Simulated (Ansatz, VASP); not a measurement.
# Two plane-wave programs on OF2

```xyz
6
Lattice="1.3294 2.3025 0.0000 -1.3294 2.3025 0.0000 0.0000 -1.5350 9.5379" Properties=species:S:1:pos:R:3 pbc="T T T"
F     0.0000    0.0000    8.2979
F     0.0000    3.0700    1.2399
F     0.0000    0.0000    3.5195
F     0.0000    3.0700    6.0184
O     0.0000    1.5350    2.3940
O     0.0000    1.5350    7.1439
```

Alike in both runs: task single point; functional r2SCAN; k mesh 9 × 9 × 9; no spin polarisation.

```csv
,VASP,Ansatz
version,VASP 6.6.1,Ansatz 0.2.0
potentials or method,"VASP PAW PBE potentials, release 64 (F, O), cutoff 520 eV",PAW plane waves
occupations,"methfessel-paxton of order 1, width 0.0196 eV","cold, width 0.0196 eV"
valence electrons in the cell,40,40
```

Ansatz gave:

- pressure (GPa): 12.0
- traceless stress, the component that is largest in VASP (GPa): -12.13
- rms of the force components (eV/Å): 0.082

Task: Estimate VASP's values.

Result: Pressure (GPa): 11.6; traceless stress, the component that is largest in VASP (GPa): -12.22; rms of the force components (eV/Å): 0.082.

VASP's potentials were made for PBE, not for r2SCAN. Atom by atom the forces differ by 0.005 eV/Å (rms over components). Ansatz's warnings: structure snapped to symmetry.
